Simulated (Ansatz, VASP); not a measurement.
# One calculation of Si3Au, two programs

File INCAR:

```
SYSTEM = Si3Au
ALGO = Normal
EDIFF = 1E-6
ENCUT = 520
GGA = PE
ISIF = 2
ISMEAR = 0
LASPH = .True.
LCHARG = .False.
LREAL = .False.
LWAVE = .False.
NBANDS = 33
NELM = 100
PREC = Accurate
SIGMA = 0.1
```

KPOINTS

```
k-points
0
Gamma
  6 6 4
  0 0 0
```

POSCAR

```
Si3Au
1.0
    5.6889428951      0.0000000000      0.0000000000
   -2.8444714475      4.9267690678      0.0000000000
    0.0000000000      0.0000000000      4.5662544335
Si Au
6 2
Direct
    0.8330000000      0.6660000000      0.2500000000
    0.1670000000      0.8330000000      0.7500000000
    0.3340000000      0.1670000000      0.2500000000
    0.1670000000      0.3340000000      0.7500000000
    0.8330000000      0.1670000000      0.2500000000
    0.6660000000      0.8330000000      0.7500000000
    0.3333333333      0.6666666667      0.2500000000
    0.6666666667      0.3333333333      0.7500000000
```

Input for Ansatz:

```yaml
crystal:
  lattice:
    - [5.6889428951, 0.0, 0.0]
    - [-2.8444714475, 4.9267690678, 0.0]
    - [0.0, 0.0, 4.5662544335]
  atoms:
    - { symbol: Si, position: [0.833, 0.666, 0.25] }
    - { symbol: Si, position: [0.167, 0.833, 0.75] }
    - { symbol: Si, position: [0.334, 0.167, 0.25] }
    - { symbol: Si, position: [0.167, 0.334, 0.75] }
    - { symbol: Si, position: [0.833, 0.167, 0.25] }
    - { symbol: Si, position: [0.666, 0.833, 0.75] }
    - { symbol: Au, position: [0.3333333333, 0.6666666667, 0.25] }
    - { symbol: Au, position: [0.6666666667, 0.3333333333, 0.75] }
basis:
  ecutwfc: 420
kpoints:
  mp_grid: { grid: [6, 6, 4] }
hamiltonian:
  xc: pbe
scf:
  occupations: { method: gaussian, width: 0.1 }
  lower_state_search: "off"
output:
  forces: true
  stress: true
  eigenvalues: true
```

Alike in both runs: task single point; functional PBE; k mesh 6 × 6 × 4; occupations gaussian, width 0.1 eV; no spin polarisation.

```csv
,VASP,Ansatz
version,VASP 6.6.1,Ansatz 0.2.0
potentials or method,"VASP PAW PBE potentials, release 64 (Si, Au), cutoff 520 eV","scalar-relativistic, plane waves, PAW"
valence electrons in the cell,46,62
```

```csv
,VASP,Ansatz,Ansatz less VASP
gap on the k mesh at the Fermi level (eV),none,none,-
pressure (GPa),1.7,1.8,+0.12
"traceless stress, the component that is largest in VASP (GPa)",1.25,1.24,-0.005
rms of the force components (eV/Å),0.215,0.216,+0.0008
```

Atom by atom the forces differ by 0.001 eV/Å (rms over components). A gap of «none» marks a metal or a gap that the smearing closes. VASP's potentials hold 46 valence electrons a cell and Ansatz's 62, so a difference there can come from the potentials and not from the codes.

Spin-orbit coupling is off throughout.
